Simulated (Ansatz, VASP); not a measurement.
**TiC: VASP beside Ansatz**

```
Ti C
1.0
     0.00000    2.09908    2.22892
     2.09908    0.00000    2.22892
     2.09908    2.09908    0.00000
Ti C
1 1
Direct
  0.00000 0.00000 0.00000
  0.50000 0.50000 0.50000
```

Change from the starting cell: strain -0.030 along x and y, +0.030 along z, atoms carried along.

Alike in both runs: task single point; functional PBEsol; k mesh 18 × 18 × 18; occupations gaussian, width 0.15 eV; no spin polarisation.

```csv
,VASP,Ansatz
version,VASP 6.6.1,Ansatz 0.2.0
potentials or method,"VASP PAW PBE potentials, release 64 (Ti_sv, C), cutoff 520 eV","scalar-relativistic, plane waves, PAW"
valence electrons in the cell,16,16
```

```csv
,VASP,Ansatz,Ansatz less VASP
gap on the k mesh at the Fermi level (eV),none,none,-
pressure (GPa),4.0,3.8,-0.23
"traceless stress, the component that is largest in VASP (GPa)",-16.52,-16.46,+0.066
```

VASP's potentials were made for PBE, not for PBEsol. A gap of «none» marks a metal or a gap that the smearing closes.
